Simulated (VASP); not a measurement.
# H3Cl in VASP: further runs

The runs below take H3Cl through single point, with PBE+D3(BJ).

All numbers are computed with VASP 6.6.1; they aren't measurements. Logs are shortened: lines on timing, memory, paths and dates and some standing lists are left out, and cuts for length are marked.

## 1. The cell of the first run

The cell holds an amorphous packing of atoms, 12 atoms: a = 6.240 Å, b = 6.240 Å, c = 6.240 Å, α = 90.00°, β = 90.00°, γ = 90.00°.

## 2. Single point, PBE+D3(BJ)

INCAR reads:

```
  PREC = Accurate
  ENCUT = 520
  EDIFF = 1E-6
  ISMEAR = -1
  SIGMA = 0.002
  LREAL = False
  LASPH = True
  NELM = 80
  ALGO = Normal
  ISIF = 2
  LWAVE = False
  LCHARG = False
  GGA = PE
  IVDW = 12
  NBANDS = 27
```

KPOINTS reads:

```
regular mesh
0
Gamma
  1 1 1
```

POSCAR reads:

```
H3Cl
1.0
    6.2402510000      0.0000000000      0.0000000000
    0.0000000000      6.2402510000      0.0000000000
    0.0000000000      0.0000000000      6.2402510000
H Cl
9 3
Direct
    0.6139817132      0.8252552662      0.7905290989
    0.6440926815      0.7126155663      0.7881894494
    0.4969030893      0.4099354337      1.1367170968
    0.4888104661      0.3116701556      1.0702774616
    0.2322502733      1.0664795374      0.6129080385
    0.2943311094      1.1218298751      0.5140498355
    1.1673889400      0.5763069466      0.3144424800
    0.6674250763      0.1740474862      0.4241175555
    0.1929569820      0.0064099986      0.1976523060
    0.9735185331      0.5913704433      0.2560153430
    0.6829853479      0.2064019540      0.6214814116
    0.3830775397      0.0049196739      0.0995312528
```

Potentials or basis: VASP PAW PBE potentials, release 64 (H, Cl).

Started as:

```console
$ cat potpaw_PBE.64/H/POTCAR potpaw_PBE.64/Cl/POTCAR > POTCAR
$ mpirun -np 1 vasp_gam > vasp.out
```

OUTCAR:

```text
PREC = Accurate
   ENCUT = 520
   EDIFF = 1E-6
   ISMEAR = -1
   LREAL = False
   LASPH = True
   NELM = 80
   ISIF = 2
   GGA = PE
   IVDW = 12
 IVDW          = 12

 ion  position               nearest neighbor table
   1  0.614  0.825  0.791-   2 0.73
   2  0.644  0.713  0.788-   1 0.73
   3  0.497  0.410  0.137-   4 0.74
   4  0.489  0.312  0.070-   3 0.74
   5  0.232  0.066  0.613-   6 0.81
   6  0.294  0.122  0.514-   5 0.81
   7  0.167  0.576  0.314-  10 1.27
   8  0.667  0.174  0.424-  11 1.25
   9  0.193  0.006  0.198-  12 1.34
  10  0.974  0.591  0.256-   7 1.27
  11  0.683  0.206  0.621-   8 1.25
  12  0.383  0.005  0.100-   9 1.34

  LATTYP: Found a simple cubic cell.
 ALAT       =     6.2402510000

  Lattice vectors:

 A1 = (   6.2402510000,   0.0000000000,   0.0000000000)
 A2 = (   0.0000000000,   6.2402510000,   0.0000000000)
 A3 = (   0.0000000000,   0.0000000000,   6.2402510000)

Analysis of symmetry for initial positions (statically):
=====================================================================
 Subroutine PRICEL returns:
 Original cell was already a primitive cell.

 Routine SETGRP: Setting up the symmetry group for a
 simple cubic supercell.

 Subroutine GETGRP returns: Found  1 space group operations
 (whereof  1 operations were pure point group operations)
 out of a pool of 48 trial point group operations.

The static configuration has the point symmetry C_1 .

Analysis of symmetry for dynamics (positions and initial velocities):
=====================================================================
 Subroutine PRICEL returns:
 Original cell was already a primitive cell.

 Routine SETGRP: Setting up the symmetry group for a
 simple cubic supercell.

 Subroutine GETGRP returns: Found  1 space group operations
 (whereof  1 operations were pure point group operations)
 out of a pool of 48 trial point group operations.

The dynamic configuration has the point symmetry C_1 .

 Subroutine INISYM returns: Found  1 space group operations
 (whereof  1 operations are pure point group operations),
 and found     1 'primitive' translations

----------------------------------------------------------------------------------------

                                     Primitive cell

  volume of cell :     242.9999

  direct lattice vectors                    reciprocal lattice vectors
     6.240251000  0.000000000  0.000000000     0.160249964  0.000000000  0.000000000
     0.000000000  6.240251000  0.000000000     0.000000000  0.160249964  0.000000000
     0.000000000  0.000000000  6.240251000     0.000000000  0.000000000  0.160249964

  length of vectors
     6.240251000  6.240251000  6.240251000     0.160249964  0.160249964  0.160249964

  position of ions in fractional coordinates (direct lattice)
     0.613981713  0.825255266  0.790529099
     0.644092681  0.712615566  0.788189449
     0.496903089  0.409935434  0.136717097
     0.488810466  0.311670156  0.070277462
     0.232250273  0.066479537  0.612908039
     0.294331109  0.121829875  0.514049836
     0.167388940  0.576306947  0.314442480
     0.667425076  0.174047486  0.424117555
     0.192956982  0.006409999  0.197652306
     0.973518533  0.591370443  0.256015343
     0.682985348  0.206401954  0.621481412
     0.383077540  0.004919674  0.099531253

  ion indices of the primitive-cell ions
   primitive index   ion index
                 1           1
                 2           2
                 3           3
                 4           4
                 5           5
                 6           6
                 7           7
                 8           8
                 9           9
                10          10
                11          11
                12          12

----------------------------------------------------------------------------------------

 KPOINTS: regular mesh

Automatic generation of k-mesh.
 Grid dimensions read from file:
 generate k-points for:    1    1    1

 Generating k-lattice:

  Cartesian coordinates                     Fractional coordinates (reciprocal lattice)
     0.160249964  0.000000000  0.000000000     1.000000000  0.000000000  0.000000000
     0.000000000  0.160249964  0.000000000     0.000000000  1.000000000  0.000000000
     0.000000000  0.000000000  0.160249964     0.000000000  0.000000000  1.000000000

  Length of vectors
     0.160249964  0.160249964  0.160249964

  Shift w.r.t. Gamma in fractional coordinates (k-lattice)
     0.000000000  0.000000000  0.000000000

 Subroutine IBZKPT returns following result:
 ===========================================

 Found      1 irreducible k-points:

 Following reciprocal coordinates:
            Coordinates               Weight
  0.000000  0.000000  0.000000      1.000000
   k-points           NKPTS =      1   k-points in BZ     NKDIM =      1   number of bands    NBANDS=     27
   number of dos      NEDOS =    301   number of ions     NIONS =     12
   total plane-waves  NPLWV = 110592
   dimension x,y,z NGX =    48 NGY =   48 NGZ =   48
   dimension x,y,z NGXF=    96 NGYF=   96 NGZF=   96
   ions per type =               9   3
   NGX,Y,Z   is equivalent  to a cutoff of  12.79, 12.79, 12.79 a.u.
   NGXF,Y,Z  is equivalent  to a cutoff of  25.58, 25.58, 25.58 a.u.
 SYSTEM =  unknown system
   PREC   = accura    normal or accurate (medium, high low for compatibility)
   ISTART =      0    job   : 0-new  1-cont  2-samecut
   ICHARG =      2    charge: 1-file 2-atom 10-const
   ISPIN  =      1    spin polarized calculation?
   LNONCOLLINEAR =      F non collinear calculations
   LSORBIT =      F    spin-orbit coupling
   LASPH  =      T    aspherical Exc in radial PAW
   ENCUT  =  520.0 eV  38.22 Ry    6.18 a.u.  11.60 11.60 11.60*2*pi/ulx,y,z
   NELM   =     80;   NELMIN=  2; NELMDL= -5     # of ELM steps
   EDIFF  = 0.1E-05   stopping-criterion for ELM
   LREAL  =      F    real-space projection
   EDIFFG = 0.1E-04   stopping-criterion for IOM
   NSW    =      0    number of steps for IOM
   IBRION =     -1    ionic relax: 0-MD 1-quasi-New 2-CG
   NFREE  =      0    steps in history (QN), initial steepest desc. (CG)
   ISIF   =      2    stress and relaxation
   ISYM   =      2    0-nonsym 1-usesym 2-fastsym
   POTIM  = 0.5000    time-step for ionic-motion
   TEBEG  =    0.0;   TEEND  =   0.0 temperature during run
   PSTRESS=    0.0 pullay stress
   NELECT =      30.0000    total number of electrons
   NUPDOWN=      -1.0000    fix difference up-down
   EMIN   =  10.00;   EMAX   =-10.00  energy-range for DOS
   EFERMI =   0.00;   METHOD = LEGACY
   ISMEAR =    -1;   SIGMA  =   0.00  broadening in eV -4-tet -1-fermi 0-gaus
   EFERMI_NEDOS =   21; number of points for ismear=-14 and -15
   IALGO  =     38    algorithm
   IMIX   =      4    mixing-type and parameters
     AMIX     =   0.40;   BMIX     =  1.00
     AMIX_MAG =   1.60;   BMIX_MAG =  1.00
  volume/ion in A,a.u.               =      20.25       136.65
  Fermi-wavevector in a.u.,A,eV,Ry     =   0.815167  1.540442  9.041031  0.664497
  Thomas-Fermi vector in A             =   1.925206
   LORBIT       =      0    0 simple, 1 ext, 2 COOP (PROOUT), +10 PAW based schemes
   GGA     = PE    functional components
   LHFCALC =     F    Hartree Fock is set to
   AEXX    =    0.0000 exact exchange contribution
   IVDW    =    12    specifies the selected vdW correction
   LEPSILON=     F    determine dielectric tensor
   LRPA    =     F    only Hartree local field effects (RPA)
 non-spin polarized calculation
  energy-cutoff  :      520.00
  volume of cell :      243.00
 maximum number of plane-waves:      3310
 NGX is ok and might be reduce to    48
   NGX = 23   NGY = 23   NGZ = 23

 number of electron      30.0000000 magnetization

 Free energy of the ion-electron system (eV)
  ---------------------------------------------------
  ext. energy  EPLUGINS =         0.00000000
  ---------------------------------------------------
  free energy    TOTEN  =       -38.36066332 eV

  energy without entropy =      -38.36066332  energy(sigma->0) =      -38.36066332

 E-fermi :  -4.6877     XC(G=0):  -5.5390

 val. band max:       -4.7500701600   @ k =   0.0000   0.0000   0.0000
 cond. band min:       0.9395958181   @ k =   0.0000   0.0000   0.0000
 fundamental gap:      5.6896659781
 Fermi energy:        -4.6877011386

 k-point     1 :       0.0000    0.0000    0.0000
  band No.  band energies     occupation
      1     -18.6960      2.00000
      2     -18.4630      2.00000
      3     -18.4181      2.00000
      4      -9.4867      2.00000
      5      -9.0656      2.00000
      6      -8.9411      2.00000
[... 19 lines left out ...]
     26       6.0786      0.00000
     27       6.1745      0.00000

------------------------ aborting loop because EDIFF is reached ----------------------------------------

 Edisp (eV)   -0.44326

 E8    (eV) :    -0.1144

  FORCE on cell =-STRESS in cart. coord.  units (eV):
  Direction    XX          YY          ZZ          XY          YZ          ZX
  --------------------------------------------------------------------------------------
  -------------------------------------------------------------------------------------
  Total      -0.41262     2.61595     0.25993     0.96282     0.61327     0.96451
  in kB      -2.72054    17.24778     1.71383     6.34819     4.04352     6.35934
  external pressure =        5.41 kB  Pullay stress =        0.00 kB

 VOLUME and BASIS-vectors are now :
 -----------------------------------------------------------------------------
  energy-cutoff  :      520.00
  volume of cell :      243.00
      direct lattice vectors                 reciprocal lattice vectors
     6.240251000  0.000000000  0.000000000     0.160249964  0.000000000  0.000000000
     0.000000000  6.240251000  0.000000000     0.000000000  0.160249964  0.000000000
     0.000000000  0.000000000  6.240251000     0.000000000  0.000000000  0.160249964

 POSITION                                       TOTAL-FORCE (eV/Angst)
 -----------------------------------------------------------------------------------
      3.83140      5.14980      4.93310        -0.133630      0.765287     -0.133295
      4.01930      4.44690      4.91850         0.285280     -1.009221     -0.073277
      3.10080      2.55810      0.85315         0.268137      1.107581      0.235840
      3.05030      1.94490      0.43855         0.047186      0.294826     -0.178946
      1.44930      0.41485      3.82470         0.382771      0.553490     -0.911577
      1.83670      0.76025      3.20780        -0.716373     -0.582040      1.071174
      1.04455      3.59630      1.96220         0.645587     -0.068244      0.159166
      4.16490      1.08610      2.64660        -0.100661     -0.196104     -1.147274
      1.20410      0.04000      1.23340         1.029945      0.005403     -0.535482
      6.07500      3.69030      1.59760        -0.653342      0.089085     -0.234608
      4.26200      1.28800      3.87820         0.428798      0.385460      1.215532
      2.39050      0.03070      0.62110        -1.483699     -1.345522      0.532748
 -----------------------------------------------------------------------------------
    total drift:                                0.000469     -0.000057     -0.000296

  FREE ENERGIE OF THE ION-ELECTRON SYSTEM (eV)
  ---------------------------------------------------
  free  energy   TOTEN  =       -38.8039228943 eV

  energy  without entropy=      -38.8039228943  energy(sigma->0) =      -38.80392289
```

Wall time 36 s (1 thread of AMD EPYC 7R13, shared host); peak memory 0.27 GiB.

Results:

| Quantity | Value |
| --- | --- |
| Free energy | -38.8039 eV |
| Pressure | 0.5 GPa |
| Largest force | 2.073 eV/Å |
| Band gap on the k mesh | 5.69 eV |
| Dispersion energy per atom | -0.037 eV |

Forces in eV/Å, atoms in the order of the input:
```
H   -0.134  0.765 -0.133
H    0.285 -1.009 -0.073
H    0.268  1.108  0.236
H    0.047  0.295 -0.179
H    0.383  0.553 -0.912
H   -0.716 -0.582  1.071
H    0.646 -0.068  0.159
H   -0.101 -0.196 -1.147
H    1.030  0.005 -0.535
Cl  -0.653  0.089 -0.235
Cl   0.429  0.385  1.216
Cl  -1.484 -1.346  0.533
```

Stress tensor (GPa, compression positive):
```
-0.27  0.63  0.64
 0.63  1.72  0.40
 0.64  0.40  0.17
```

Caveat: the k points lie up to 1.01 Å⁻¹ apart.

## 3. Single point, PBE+D3(BJ)

INCAR reads:

```
SYSTEM = H3Cl
  PREC = Accurate
  ENCUT = 520
  EDIFF = 1E-6
  ISMEAR = -1
  SIGMA = 0.002
  LREAL = .False.
  LASPH = .True.
  NELM = 60
  ALGO = Normal
  ISIF = 2
  LWAVE = .False.
  LCHARG = .False.
  GGA = PE
  IVDW = 12
  NBANDS = 27
```

KPOINTS reads:

```
regular mesh
0
Gamma
  1 1 1
  0 0 0
```

POSCAR reads:

```
H3Cl
1.0
    6.2402510000      0.0000000000      0.0000000000
    0.0000000000      6.2402510000      0.0000000000
    0.0000000000      0.0000000000      6.2402510000
H Cl
9 3
Direct
    0.7028242934      0.6538999793      0.6454067312
    0.7335922866      0.6791393487      0.5352028308
    0.4607667224      0.6481149556      1.0930009065
    0.5221584837      0.5718519976      1.1666197401
    0.0584271370      0.9723967834      0.5991105165
    0.0709586842      0.9609869859      0.7230798889
    0.9704737838      0.6457592812      0.0740354835
    0.6073954397      0.2627458415      0.4442129011
    0.3592804200      0.2412723463      0.0564881124
    0.9858417554      0.5445454037      0.2668322156
    0.6711268505      0.2167220517      0.6450702063
    0.3914746378      0.0291654935      0.0796602573
```

Potentials or basis: VASP PAW PBE potentials, release 64 (H, Cl).

Started as:

```console
$ cat potpaw_PBE.64/H/POTCAR potpaw_PBE.64/Cl/POTCAR > POTCAR
$ mpirun -np 1 vasp_gam > vasp.out
```

Run time: 36 s. Hardware: 1 thread of AMD EPYC 7R13, shared host; peak memory 0.27 GiB.

It converged, with:

| Quantity | Value |
| --- | --- |
| Free energy | -39.0147 eV |
| Pressure | -1.5 GPa |
| Largest force | 2.149 eV/Å |
| Band gap on the k mesh | 5.69 eV |
| Dispersion energy per atom | -0.036 eV |

Forces in eV/Å, atoms in the order of the input:
```
H   -0.310 -0.079  0.781
H    0.107  0.371 -0.501
H   -0.042 -0.225  0.098
H   -0.064 -0.024 -0.116
H    0.167 -0.108  0.891
H    0.061  0.090 -0.890
H    0.146 -0.840  1.578
H    0.460 -0.354  1.383
H    0.166 -1.096  0.095
Cl  -0.010  0.782 -2.001
Cl  -0.564  0.166 -1.486
Cl  -0.116  1.317  0.169
```

Stress tensor (GPa, compression positive):
```
-0.04  0.10 -1.01
 0.10 -2.12  0.81
-1.01  0.81 -2.35
```

Levels at points of the mesh, in eV from the valence-band top:
```csv
k point,band 12,band 13,band 14,band 15,band 16,band 17,band 18,band 19
"(0.00, 0.00, 0.00)",-0.63,-0.50,-0.13,0.00,5.69,6.27,6.73,8.13
```

Caveat: the k points lie up to 1.01 Å⁻¹ apart.
